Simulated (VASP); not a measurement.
# H18C8N4O5: single point with PBEsol

The system is H18C8N4O5.

```
CELL_PARAMETERS angstrom
5.14352 -2.46800 -0.00945
5.14352 2.46800 -0.00945
-0.24206 0.00000 11.50492
ATOMIC_POSITIONS crystal
H 0.75881 0.32630 0.76788
H 0.67370 0.24119 0.23212
H 0.93164 0.01936 0.60551
H 0.98064 0.06836 0.39449
H 0.08604 0.18206 0.94827
H 0.81794 0.91396 0.05173
H 0.38192 0.93513 0.86767
H 0.06487 0.61808 0.13233
H 0.15585 0.30906 0.82960
H 0.69094 0.84415 0.17040
H 0.42929 0.82669 0.53343
H 0.17331 0.57071 0.46657
H 0.54770 0.84844 0.67524
H 0.15156 0.45230 0.32476
H 0.25392 0.18390 0.60183
H 0.81610 0.74608 0.39817
H 0.63811 0.48217 0.04129
H 0.51783 0.36189 0.95871
C 0.91190 0.89608 0.83126
C 0.10392 0.08810 0.16874
C 0.97250 0.09952 0.78206
C 0.90048 0.02750 0.21794
C 0.11875 0.93560 0.66829
C 0.06440 0.88125 0.33171
C 0.35078 0.94879 0.61717
C 0.05121 0.64922 0.38283
N 0.06998 0.63489 0.77731
N 0.36511 0.93002 0.22269
N 0.16120 0.12882 0.86058
N 0.87118 0.83880 0.13942
O 0.25355 0.62642 0.69266
O 0.37358 0.74645 0.30734
O 0.72509 0.97630 0.91248
O 0.02370 0.27491 0.08752
O 0.45151 0.54849 0.00000
```

```yaml
Program: VASP 6.6.1
Task: single point
Functional: PBEsol
Potentials_or_basis: VASP PAW PBE potentials, release 64 (H, C, N, O)
Cutoff: 520 eV
k_mesh: 4 × 4 × 2
Occupations: gaussian, width 0.02 eV
Spin: no spin polarisation
Dipole_correction: no
Further_INCAR_settings: LREAL = Auto; ALGO = Normal; EDIFF = 1e-06; NBANDS = 73
```

* Pressure: 0.4 GPa
* Largest force: 0.334 eV/Å
* Band gap on the k mesh: 3.63 eV (least direct gap 3.71 eV)

Forces on the atoms (eV/Å):
```
H   -0.001  0.035 -0.009
H    0.001  0.035  0.009
H   -0.015  0.019 -0.023
H    0.015  0.019  0.023
H    0.004  0.010  0.019
H   -0.004  0.010 -0.019
H    0.008 -0.007  0.003
H   -0.008 -0.007 -0.003
H    0.021  0.015 -0.011
H   -0.021  0.015  0.011
H   -0.006 -0.016 -0.030
H    0.006 -0.016  0.030
H    0.014 -0.022  0.019
H   -0.014 -0.022 -0.019
H    0.023  0.026 -0.005
H   -0.023  0.026  0.005
H    0.099 -0.052  0.072
H   -0.099 -0.052 -0.072
C    0.136 -0.096 -0.173
C   -0.136 -0.096  0.173
C    0.003  0.018 -0.001
C   -0.003  0.018  0.001
C    0.099  0.102 -0.051
C   -0.099  0.102  0.051
C    0.006 -0.010  0.003
C   -0.006 -0.010 -0.003
N   -0.164 -0.040  0.077
N    0.164 -0.040 -0.077
N    0.014 -0.026  0.028
N   -0.014 -0.026 -0.028
O    0.006 -0.178 -0.087
O   -0.006 -0.178  0.087
O   -0.130  0.176  0.252
O    0.130  0.176 -0.252
O    0.000  0.096  0.000
```

Stress tensor (GPa, compression positive):
```
 0.33  0.00 -0.26
 0.00  0.32  0.00
-0.26  0.00  0.41
```

Levels at points of the mesh, in eV from the valence-band top:
```
           k point  band 48  band 49  band 50  band 51  band 52  band 53
(0.00, 0.00, 0.00)    -1.28    -0.19    -0.13     3.71     3.87     4.57
(0.50, 0.00, 0.00)    -1.06    -0.17    -0.06     3.94     4.30     5.17
(0.50, 0.50, 0.00)    -1.05    -0.11    -0.10     4.15     4.19     4.80
(0.00, 0.00, 0.50)    -1.29    -0.22    -0.08     3.63     3.87     4.68
(0.50, 0.00, 0.50)    -1.07    -0.20     0.00     3.92     4.30     5.18
(0.50, 0.50, 0.50)    -1.07    -0.15    -0.04     4.05     4.23     4.86
```

It took 11 min on 1 thread of AMD EPYC 7R13 Processor (Zen 3), on a shared host, peak memory 0.46 GiB.

Caveat: this functional lacks dispersion, which holds the molecules together, so the pressure and a relaxed volume are unreliable; the PAW data sets were made with another functional, which shifts forces and pressure a little. A k mesh can miss the band edges.
